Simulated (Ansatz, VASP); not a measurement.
Ir in VASP and in Ansatz

```
CELL_PARAMETERS angstrom
0.00000 1.95809 1.91970
1.95809 0.00000 1.91970
1.95809 1.95809 0.00000
ATOMIC_POSITIONS crystal
Ir 0.00000 0.00000 0.00000
```

Change from the starting cell: equal xx and yy strain of +2 %, crystal datasets.

Alike in both runs: task electric field gradients; functional PBEsol; k mesh 15 × 15 × 15; occupations fermi-dirac, width 0.05 eV; no spin polarisation.

|  | VASP | Ansatz |
| --- | --- | --- |
| version | VASP 6.6.1 | Ansatz 0.2.0 |
| potentials or method | VASP PAW PBE potentials, release 64 (Ir), cutoff 520 eV | all-electron PAW with datasets made for the crystal, scalar-relativistic |

|  | VASP | Ansatz | Ansatz less VASP |
| --- | --- | --- | --- |
| pressure (GPa) | -15.4 | -16.1 | -0.70 |
| traceless stress, the component that is largest in VASP (GPa) | 4.56 | 4.57 | +0.013 |
| size of Vzz on the site where it differs most (V/Å²) | 13.9 | 15.2 | +1.25 |

VASP's potentials were made for PBE, not for PBEsol. Ansatz ran all-electron here, and VASP with PAW potentials.

Spin-orbit coupling is off throughout.
